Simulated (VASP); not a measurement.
# FeNi3 (Pm-3m) in VASP: notebook, part 2 of 2

VASP 6.6.1. The steps go on from the part before.

### 4 Single point, PBEsol, collinear spin, ferromagnetic start

This run uses another cell than the first one, of 10.66 Å³/atom.

Contents of INCAR:

```
ALGO = Normal
EDIFF = 1E-7
ENCUT = 520
GGA = PS
ISIF = 2
ISMEAR = -1
ISPIN = 2
LASPH = T
LCHARG = F
LMAXMIX = 4
LORBIT = 11
LREAL = F
LWAVE = F
MAGMOM = 1 1 1 3
NBANDS = 31
NELM = 150
PREC = Accurate
SIGMA = 0.05
```

Contents of KPOINTS:

```
k-points
0
Gamma
  8 8 8
```

Contents of POSCAR:

```
FeNi3
1.0
    3.4934285296      0.0000000000      0.0000000000
    0.0000000000      3.4934285296      0.0000000000
    0.0000000000      0.0000000000      3.4934285296
Ni Fe
3 1
Direct
    0.5000000000      0.5000000000      0.0000000000
    0.5000000000      0.0000000000      0.5000000000
    0.0000000000      0.5000000000      0.5000000000
    0.0000000000      0.0000000000      0.0000000000
```

Potentials or basis: VASP PAW PBE potentials, release 64 (Ni, Fe).

Launch:

```console
$ cat potpaw_PBE.64/Ni/POTCAR potpaw_PBE.64/Fe/POTCAR > POTCAR
$ mpirun -np 1 vasp_std > vasp.out
```

OUTCAR:

```text
EDIFF = 1E-7
   ENCUT = 520
   GGA = PS
   ISIF = 2
   ISMEAR = -1
   ISPIN = 2
   LASPH = T
   LORBIT = 11
   LREAL = F
   NELM = 150
   PREC = Accurate

 ion  position               nearest neighbor table
   1  0.500  0.500  0.000-   2 2.47   3 2.47   4 2.47   2 2.47   3 2.47   2 2.47   4 2.47   2 2.47
                             3 2.47   4 2.47   3 2.47   4 2.47
[... 1867 lines left out ...]
  energy-cutoff  :      520.00
  volume of cell :       42.63
      direct lattice vectors                 reciprocal lattice vectors
     3.493428530  0.000000000  0.000000000     0.286251741  0.000000000  0.000000000
     0.000000000  3.493428530  0.000000000     0.000000000  0.286251741  0.000000000
     0.000000000  0.000000000  3.493428530     0.000000000  0.000000000  0.286251741

 POSITION                                       TOTAL-FORCE (eV/Angst)
 -----------------------------------------------------------------------------------
      1.74671      1.74671      0.00000         0.000000      0.000000      0.000000
      1.74671      0.00000      1.74671         0.000000      0.000000      0.000000
      0.00000      1.74671      1.74671         0.000000      0.000000      0.000000
      0.00000      0.00000      0.00000         0.000000      0.000000      0.000000
 -----------------------------------------------------------------------------------
    total drift:                                0.000000      0.000000      0.000000

  FREE ENERGIE OF THE ION-ELECTRON SYSTEM (eV)
  ---------------------------------------------------
  free  energy   TOTEN  =       -27.6510434440 eV

  energy  without entropy=      -27.6240180071  energy(sigma->0) =      -27.63753073

 total charge

# of ion       s       p       d       tot
------------------------------------------
    1        0.525   0.554   8.342   9.421
    2        0.525   0.554   8.342   9.421
    3        0.525   0.554   8.342   9.421
    4        0.494   0.542   6.146   7.182
--------------------------------------------------
tot          2.069   2.205  31.172  35.445

 magnetization (x)

# of ion       s       p       d       tot
------------------------------------------
    1       -0.015  -0.042   0.670   0.613
    2       -0.015  -0.042   0.670   0.613
    3       -0.015  -0.042   0.670   0.613
    4        0.009   0.002   2.827   2.839
--------------------------------------------------
tot         -0.037  -0.123   4.838   4.678
```

OSZICAR:

```text
N       E                     dE             d eps       ncg     rms          rms(c)
DAV:   1     0.243626257989E+03    0.24363E+03   -0.17023E+04  4564   0.177E+03
DAV:   2    -0.159791135711E+02   -0.25961E+03   -0.24374E+03  4347   0.319E+02
DAV:   3    -0.322725435850E+02   -0.16293E+02   -0.15549E+02  4802   0.106E+02
DAV:   4    -0.324990814101E+02   -0.22654E+00   -0.22632E+00  5004   0.134E+01
DAV:   5    -0.325060936635E+02   -0.70123E-02   -0.70120E-02  6397   0.184E+00    0.229E+01
DAV:   6    -0.285930621785E+02    0.39130E+01   -0.26422E+01  4795   0.811E+01    0.129E+01
DAV:   7    -0.277226099197E+02    0.87045E+00   -0.37125E+00  4900   0.297E+01    0.657E+00
DAV:   8    -0.277657337935E+02   -0.43124E-01   -0.32196E-01  6053   0.126E+01    0.576E+00
DAV:   9    -0.277172038132E+02    0.48530E-01   -0.45609E-01  5331   0.150E+01    0.347E+00
DAV:  10    -0.276524457927E+02    0.64758E-01   -0.72926E-02  5787   0.715E+00    0.584E-01
DAV:  11    -0.276513279383E+02    0.11179E-02   -0.82184E-03  6043   0.767E-01    0.324E-01
DAV:  12    -0.276510594745E+02    0.26846E-03   -0.65597E-04  5353   0.518E-01    0.111E-01
DAV:  13    -0.276510443348E+02    0.15140E-04   -0.17732E-04  7167   0.235E-01    0.340E-02
DAV:  14    -0.276510442926E+02    0.42156E-07   -0.24087E-05  5270   0.619E-02    0.184E-02
DAV:  15    -0.276510435048E+02    0.78784E-06   -0.25091E-06  7409   0.279E-02    0.393E-03
DAV:  16    -0.276510434440E+02    0.60709E-07   -0.48143E-07  4752   0.940E-03
   1 F= -.27651043E+02 E0= -.27637531E+02  d E =-.270254E-01  mag=     4.6836
```

Run time: 85 s. Hardware: 1 thread of AMD EPYC 9R45 (Zen 5), shared host; peak memory 0.19 GiB.

Results:

- Free energy: -27.6510 eV
- Pressure: -1.0 GPa
- Net moment: 4.68 μB per cell
- Site moments: Ni +0.61; Fe +2.84 μB
- Valence electrons inside the program's atomic spheres: Ni 9.42; Fe 7.18

Caveat: the PAW data sets were made with another functional, which shifts forces and pressure a little.

### 5 Relaxation of cell and atoms, PBEsol, collinear spin, ferromagnetic start, target pressure 2 GPa, at which the enthalpy is minimised

This run uses another cell than the first one, of 11.14 Å³/atom.

Contents of INCAR:

```
PREC = Accurate
ENCUT = 600
EDIFF = 1E-6
ISMEAR = -1
SIGMA = 0.05
LREAL = False
LASPH = True
NELM = 150
ALGO = Normal
ISIF = 3
LWAVE = False
LCHARG = False
ISPIN = 2
MAGMOM = 1 1 1 3
LORBIT = 11
LMAXMIX = 4
GGA = PS
IBRION = 2
NSW = 60
EDIFFG = -0.01
PSTRESS = 20.0
```

Contents of KPOINTS:

```
Automatic mesh
0
Gamma
  8 8 8
```

Contents of POSCAR:

```
FeNi3
1.0
    3.5450000000      0.0000000000      0.0000000000
    0.0000000000      3.5450000000      0.0000000000
    0.0000000000      0.0000000000      3.5450000000
Ni Fe
3 1
Direct
    0.5000000000      0.5000000000      0.0000000000
    0.5000000000      0.0000000000      0.5000000000
    0.0000000000      0.5000000000      0.5000000000
    0.0000000000      0.0000000000      0.0000000000
```

Launch:

```console
$ cat potpaw_PBE.64/Ni/POTCAR potpaw_PBE.64/Fe/POTCAR > POTCAR
$ mpirun -np 1 vasp_std > vasp.out
```

Wall time 3.1 min (1 thread of AMD EPYC 9R45 (Zen 5), shared host); peak memory 0.2 GiB.

The run converged. Its results:

```
Free energy                                                : -27.6501 eV
Relaxed volume                                             : 10.52 Å³/atom
Relaxed cell                                               : a = 3.478 Å, b = 3.478 Å, c = 3.478 Å, α = 90.00°, β = 90.00°, γ = 90.00°
Space group after relaxing (to 0.1 Å)                      : Pm-3m (No. 221)
Energy change on relaxing (the run minimises the enthalpy) : -16.2 meV/atom
Ionic steps                                                : 3
Pressure after relaxing                                    : 1.9 GPa
Net moment                                                 : 4.65 μB per cell
Site moments                                               : Ni +0.61; Fe +2.82 μB
Valence electrons inside the program's atomic spheres      : Ni 9.45; Fe 7.21
```

Step by step:
```tsv
step	energy change (eV)	largest force (eV/Å)	pressure (GPa)	volume (Å³)
1	0.0000	0.0000	-9.46	44.55
2	0.0790	0.0000	17.67	39.61
3	-0.0647	0.0000	1.87	42.07
```

Final structure:
```
Ni Fe
1.0
     3.47792    0.00000    0.00000
     0.00000    3.47792    0.00000
     0.00000    0.00000    3.47792
Ni Fe
3 1
Cartesian
  1.7390 1.7390 0.0000
  1.7390 0.0000 1.7390
  0.0000 1.7390 1.7390
  0.0000 0.0000 0.0000
```

Levels at points of the mesh, in eV from the Fermi level:
Spin up:
```tsv
k point	band 19	band 20	band 21	band 22	band 23	band 24
(0.00, 0.00, 0.00)	-0.58	-0.58	-0.58	2.24	2.24	2.24
(0.50, 0.00, 0.00)	-1.37	-1.06	-0.62	-0.57	7.80	7.80
(0.50, 0.50, 0.00)	-1.55	-1.54	0.85	0.85	0.94	0.96
(0.50, 0.50, 0.50)	-0.77	-0.77	-0.64	-0.64	-0.64	-0.54
```
Spin down:
```csv
k point,band 15,band 16,band 17,band 18,band 19,band 20
"(0.00, 0.00, 0.00)",0.27,0.27,1.01,1.01,1.33,1.33
"(0.50, 0.00, 0.00)",-0.93,-0.42,-0.18,-0.18,0.27,0.45
"(0.50, 0.50, 0.00)",-1.31,-0.87,-0.76,0.14,0.14,0.31
"(0.50, 0.50, 0.50)",-0.53,-0.53,0.04,0.04,0.04,0.84
```

Caveat: the cell is relaxed towards a set pressure, so the run minimises the enthalpy, not the energy; the PAW data sets were made with another functional, which shifts forces and pressure a little.

### 6 Summary

```tsv
task	cell	cutoff (eV)	gap on the mesh (eV)	pressure (GPa)	moment (μB)
single point	a = 3.490 Å, 4 atoms	520	none	-0.4	4.68
single point	a = 3.489 Å, 4 atoms	520	none	-0.1	4.67
single point	a = 3.493 Å, 4 atoms	520	none	-1.0	4.68
relaxation of cell and atoms	relaxed to 2 GPa from a = 3.545 Å, 4 atoms	600	none	1.9	4.65
```

Alike in all rows: level PBEsol; potentials or basis VASP PAW PBE potentials, release 64 (Ni, Fe); spin collinear, ferromagnetic start; k mesh 8 × 8 × 8; smearing fermi-dirac 0.05 eV.

Caveats: the PAW data sets were made with another functional, which shifts forces and pressure a little; the cell is relaxed towards a set pressure, so the run minimises the enthalpy, not the energy (at least some runs).

Total energies depend on the potentials used, so only differences within one code and one set of settings carry meaning.
